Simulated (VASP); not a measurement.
# ZnWO4 in VASP: notebook, part 2 of 2

VASP 6.6.1. Earlier steps stand in the parts before.

## (3) Single point, PBE

INCAR reads:

```
SYSTEM = ZnWO4
ALGO = Normal ; EDIFF = 1E-6
ENCUT = 520 ; GGA = PE
ISIF = 2 ; ISMEAR = -1
ISYM = 0 ; LASPH = .True.
LCHARG = .True. ; LELF = .True.
LREAL = Auto ; LVHAR = .True.
LWAVE = .False. ; NBANDS = 90
NELM = 100 ; PREC = Accurate
SIGMA = 0.2585
```

KPOINTS reads:

```
k-points
0
Gamma
  1 1 1
  0 0 0
```

POSCAR reads:

```
ZnWO4
1.0
    6.3295770000      0.1311510000     -0.0352210000
    0.1311510000      5.9276150000     -0.0312300000
   -0.0352210000     -0.0312300000      6.2590500000
W O Zn
3 12 3
Direct
    0.7874924635      0.5625522175      0.8915269534
    0.6755614975      0.5532298783      0.3477518666
    0.4303850163      0.0362462286      0.2587612434
    0.7262697599      0.4893529125      0.6073221078
    0.4199329575      0.2428097854     -0.0545772268
    0.0851885118      0.4768822504      0.7065622510
    0.9118359706      0.7026461775      0.2634716794
    0.6737122870      0.2316586370      0.2151857741
    0.3950136375      0.6176527230      0.3269926059
    0.5721494901      0.7366178198      0.0272115180
    0.8729149242      0.8425187221      0.8118565591
    0.2662619995      0.1506239440      0.4813409383
    0.6163094518      0.8808835277      0.4770417280
    0.2209978131     -0.0884984223      1.1111274008
   -0.0237858192      0.4034231871      1.0304131052
    0.2608819107      0.5741338703      0.9080200226
    1.0655225878      0.0757199995      0.8523329430
    1.1076873275      0.6571463970      0.4696811077
```

Potentials or basis: VASP PAW PBE potentials, release 64 (W_sv, O, Zn).

Command:

```
> cat potpaw_PBE.64/W_sv/POTCAR potpaw_PBE.64/O/POTCAR potpaw_PBE.64/Zn/POTCAR > POTCAR
> mpirun -np 1 vasp_gam > vasp.out
```

OUTCAR:

```text
SYSTEM = ZnWO4
   EDIFF = 1E-6
   ENCUT = 520
   GGA = PE
   ISIF = 2
   ISMEAR = -1
   ISYM = 0
   LASPH = .True.
   LREAL = Auto
   NELM = 100
   PREC = Accurate

 ion  position               nearest neighbor table
   1  0.787  0.563  0.892-  15 1.72  11 1.84   4 1.87  10 1.88   6 2.26   7 2.59   2 2.95  16 3.00
                             2 3.47
   2  0.676  0.553  0.348-   4 1.70   9 1.80   7 1.86   8 2.07  13 2.12  10 2.36  18 2.92   1 2.95
                             3 3.25   1 3.47
   3  0.430  0.036  0.259-  14 1.79  12 1.85   8 1.99  13 2.00   5 2.32  10 2.43   9 2.54   2 3.25

   4  0.726  0.489  0.607-   2 1.70   1 1.87
   5  0.420  0.243  0.945-  16 2.18   3 2.32
   6  0.085  0.477  0.707-  16 1.78  18 1.85   1 2.26
   7  0.912  0.703  0.263-  18 1.79   2 1.86   1 2.59
   8  0.674  0.232  0.215-   3 1.99   2 2.07
   9  0.395  0.618  0.327-   2 1.80  18 2.04   3 2.54
  10  0.572  0.737  0.027-   1 1.88  16 2.34   2 2.36   3 2.43
  11  0.873  0.843  0.812-   1 1.84  17 1.90
  12  0.266  0.151  0.481-   3 1.85
  13  0.616  0.881  0.477-   3 2.00   2 2.12
  14  0.221  0.912  0.111-   3 1.79  17 2.11  16 2.36
  15  0.976  0.403  0.030-   1 1.72  16 2.25  17 2.28
  16  0.261  0.574  0.908-   6 1.78   5 2.18  15 2.25  10 2.34  14 2.36  18 2.94   1 3.00
  17  0.066  0.076  0.852-  11 1.90  14 2.11  15 2.28
  18  0.108  0.657  0.470-   7 1.79   6 1.85   9 2.04   2 2.92  16 2.94

IMPORTANT INFORMATION: All symmetrisations will be switched off!
NOSYMM: (Re-)initialisation of all symmetry stuff for point group C_1.

----------------------------------------------------------------------------------------

                                     Primitive cell

  volume of cell :     234.7142

  direct lattice vectors                    reciprocal lattice vectors
     6.329577000  0.131151000 -0.035221000     0.158065663 -0.003492676  0.000872042
     0.131151000  5.927615000 -0.031230000    -0.003492676  0.168783525  0.000822504
    -0.035221000 -0.031230000  6.259050000     0.000872042  0.000822504  0.159777666

  length of vectors
     6.331033573  5.929147956  6.259227008     0.158106650  0.168821662  0.159782163

  position of ions in fractional coordinates (direct lattice)
     0.787492464  0.562552217  0.891526953
     0.675561497  0.553229878  0.347751867
     0.430385016  0.036246229  0.258761243
     0.726269760  0.489352913  0.607322108
     0.419932958  0.242809785  0.945422773
     0.085188512  0.476882250  0.706562251
[... 10 lines left out ...]
     0.065522588  0.075720000  0.852332943
     0.107687328  0.657146397  0.469681108

  ion indices of the primitive-cell ions
   primitive index   ion index
                 1           1
                 2           2
                 3           3
                 4           4
                 5           5
                 6           6
[... 10 lines left out ...]
                17          17
                18          18

----------------------------------------------------------------------------------------

 KPOINTS: k-points

Automatic generation of k-mesh.
 Grid dimensions read from file:
 generate k-points for:    1    1    1

 Generating k-lattice:

  Cartesian coordinates                     Fractional coordinates (reciprocal lattice)
     0.158065663 -0.003492676  0.000872042     1.000000000  0.000000000  0.000000000
    -0.003492676  0.168783525  0.000822504     0.000000000  1.000000000 -0.000000000
     0.000872042  0.000822504  0.159777666     0.000000000  0.000000000  1.000000000

  Length of vectors
     0.158106650  0.168821662  0.159782163

  Shift w.r.t. Gamma in fractional coordinates (k-lattice)
     0.000000000  0.000000000  0.000000000

 Subroutine IBZKPT returns following result:
 ===========================================

 Found      1 irreducible k-points:

 Following reciprocal coordinates:
            Coordinates               Weight
  0.000000  0.000000  0.000000      1.000000
   k-points           NKPTS =      1   k-points in BZ     NKDIM =      1   number of bands    NBANDS=     90
   number of dos      NEDOS =    301   number of ions     NIONS =     18
   total plane-waves  NPLWV = 110592
   dimension x,y,z NGX =    48 NGY =   48 NGZ =   48
   dimension x,y,z NGXF=    96 NGYF=   96 NGZF=   96
   ions per type =               3  12   3
   NGX,Y,Z   is equivalent  to a cutoff of  12.60, 13.46, 12.75 a.u.
   NGXF,Y,Z  is equivalent  to a cutoff of  25.21, 26.92, 25.50 a.u.
 SYSTEM =  ZnWO4
   PREC   = accura    normal or accurate (medium, high low for compatibility)
   ISTART =      0    job   : 0-new  1-cont  2-samecut
   ICHARG =      2    charge: 1-file 2-atom 10-const
   ISPIN  =      1    spin polarized calculation?
   LNONCOLLINEAR =      F non collinear calculations
   LSORBIT =      F    spin-orbit coupling
   LASPH  =      T    aspherical Exc in radial PAW
   ENCUT  =  520.0 eV  38.22 Ry    6.18 a.u.  11.77 11.02 11.64*2*pi/ulx,y,z
   NELM   =    100;   NELMIN=  2; NELMDL= -5     # of ELM steps
   EDIFF  = 0.1E-05   stopping-criterion for ELM
   LREAL  =      T    real-space projection
   EDIFFG = 0.1E-04   stopping-criterion for IOM
   NSW    =      0    number of steps for IOM
   IBRION =     -1    ionic relax: 0-MD 1-quasi-New 2-CG
   NFREE  =      0    steps in history (QN), initial steepest desc. (CG)
   ISIF   =      2    stress and relaxation
   ISYM   =      0    0-nonsym 1-usesym 2-fastsym
   POTIM  = 0.5000    time-step for ionic-motion
   TEBEG  =    0.0;   TEEND  =   0.0 temperature during run
   PSTRESS=    0.0 pullay stress
   NELECT =     150.0000    total number of electrons
   NUPDOWN=      -1.0000    fix difference up-down
   EMIN   =  10.00;   EMAX   =-10.00  energy-range for DOS
   EFERMI =   0.00;   METHOD = LEGACY
   ISMEAR =    -1;   SIGMA  =   0.26  broadening in eV -4-tet -1-fermi 0-gaus
   EFERMI_NEDOS =   21; number of points for ismear=-14 and -15
   IALGO  =     38    algorithm
   IMIX   =      4    mixing-type and parameters
     AMIX     =   0.40;   BMIX     =  1.00
     AMIX_MAG =   1.60;   BMIX_MAG =  1.00
  volume/ion in A,a.u.               =      13.04        88.00
  Fermi-wavevector in a.u.,A,eV,Ry     =   1.410129  2.664757 27.054683  1.988463
  Thomas-Fermi vector in A             =   2.532114
   LORBIT       =      0    0 simple, 1 ext, 2 COOP (PROOUT), +10 PAW based schemes
   GGA     = PE    functional components
   LHFCALC =     F    Hartree Fock is set to
   AEXX    =    0.0000 exact exchange contribution
   IVDW    =     0    specifies the selected vdW correction
   LEPSILON=     F    determine dielectric tensor
   LRPA    =     F    only Hartree local field effects (RPA)
 non-spin polarized calculation
  energy-cutoff  :      520.00
  volume of cell :      234.71
 maximum number of plane-waves:      3154
 NGX is ok and might be reduce to    48
   NGX = 23   NGY = 23   NGZ = 23

 number of electron     150.0000002 magnetization

 Free energy of the ion-electron system (eV)
  ---------------------------------------------------
  ext. energy  EPLUGINS =         0.00000000
  ---------------------------------------------------
  free energy    TOTEN  =      -123.36983621 eV

  energy without entropy =     -122.85293739  energy(sigma->0) =     -123.11138680

 E-fermi :   3.1496     XC(G=0): -10.2667

 val. band max:        2.4831672295   @ k =   0.0000   0.0000   0.0000
 cond. band min:       3.8456698238   @ k =   0.0000   0.0000   0.0000
 fundamental gap:      1.3625025944
 Fermi energy:         3.1496037507

 k-point     1 :       0.0000    0.0000    0.0000
  band No.  band energies     occupation
      1     -73.2101      2.00000
      2     -73.0786      2.00000
      3     -72.5851      2.00000
      4     -37.9422      2.00000
      5     -37.7168      2.00000
      6     -37.5496      2.00000
[... 79 lines left out ...]
     86       6.6332      0.00000
     87       7.2446      0.00000
 [bands above 87 left out]

------------------------ aborting loop because EDIFF is reached ----------------------------------------

  FORCE on cell =-STRESS in cart. coord.  units (eV):
  Direction    XX          YY          ZZ          XY          YZ          ZX
  --------------------------------------------------------------------------------------
  -------------------------------------------------------------------------------------
  Total       17.3153208     -9.6373377     22.8124331     -0.2447212     -2.2142893      8.7715332
  in kB      118.1956975    -65.7852006    155.7194043     -1.6704857    -15.1149071     59.8751534
  external PRESSURE =      69.3766337 kB  Pullay stress =       0.0000000 kB

 VOLUME and BASIS-vectors are now :
 -----------------------------------------------------------------------------
  energy-cutoff  :      520.00
  volume of cell :      234.71
      direct lattice vectors                 reciprocal lattice vectors
     6.329577000  0.131151000 -0.035221000     0.158065663 -0.003492676  0.000872042
     0.131151000  5.927615000 -0.031230000    -0.003492676  0.168783525  0.000822504
    -0.035221000 -0.031230000  6.259050000     0.000872042  0.000822504  0.159777666

 POSITION                                       TOTAL-FORCE (eV/Angst)
 -----------------------------------------------------------------------------------
      5.02687      3.41003      5.53481         0.004475      4.186847     -1.857048
      4.33633      3.35707      2.13553        -1.903024      1.025890     -4.957327
      2.71979      0.26322      1.60331         1.131028      1.501093      3.267764
      4.63977      2.97698      3.76040        -0.732725     -2.893752      4.398485
      2.65654      1.46483      5.89508        -1.317813     -0.031220      0.862481
      0.57686      2.81588      4.40451        -0.373411      0.348797     -1.948962
[... 10 lines left out ...]
      0.39464      0.43081      5.33012         1.691621      1.167661      0.677035
      0.75126      3.89477      2.91544         2.037438     -0.494953      0.160432
 -----------------------------------------------------------------------------------
    total drift:                               -0.003791     -0.001968     -0.001906

  FREE ENERGIE OF THE ION-ELECTRON SYSTEM (eV)
  ---------------------------------------------------
  free  energy   TOTEN  =      -123.3698362066 eV

  energy  without entropy=     -122.8529373905  energy(sigma->0) =     -123.11138680
```

It took 40 s on 1 thread of AMD EPYC 9R45 (Zen 5), shared host; peak memory 0.28 GiB.

What came out:

| Property | Result |
| --- | --- |
| Free energy | -123.3698 eV |
| Pressure | 6.9 GPa |
| Largest force | 5.408 eV/Å |
| Band gap on the k mesh | 1.36 eV |

Forces in eV/Å, atoms in the order of the input:
```
W    0.004  4.187 -1.857
W   -1.903  1.026 -4.957
W    1.131  1.501  3.268
O   -0.733 -2.894  4.398
O   -1.318 -0.031  0.862
O   -0.373  0.349 -1.949
O   -1.222  0.550 -0.809
O   -0.461  2.632  2.116
O   -2.602 -1.246  0.579
O    0.662 -1.780  0.028
O    0.434 -0.031  0.126
O    1.559 -1.063 -2.843
O   -0.568  0.520 -2.235
O   -2.169 -0.489 -2.400
O    0.973 -3.733  2.119
Zn   2.856 -0.169  2.715
Zn   1.692  1.168  0.677
Zn   2.037 -0.495  0.160
```

Stress tensor (GPa, compression positive):
```
11.82 -0.17  5.99
-0.17 -6.58 -1.51
 5.99 -1.51 15.57
```

Levels at points of the mesh, in eV from the valence-band top:
```csv
k point,band 71,band 72,band 73,band 74,band 75,band 76,band 77,band 78,band 79,band 80
"(0.00, 0.00, 0.00)",-0.91,-0.82,-0.53,-0.24,0.00,1.36,1.53,1.77,2.12,2.29
```

Caveat: the k points lie up to 1.06 Å⁻¹ apart; spin-orbit coupling is left out, which moves the levels of the heavy elements.
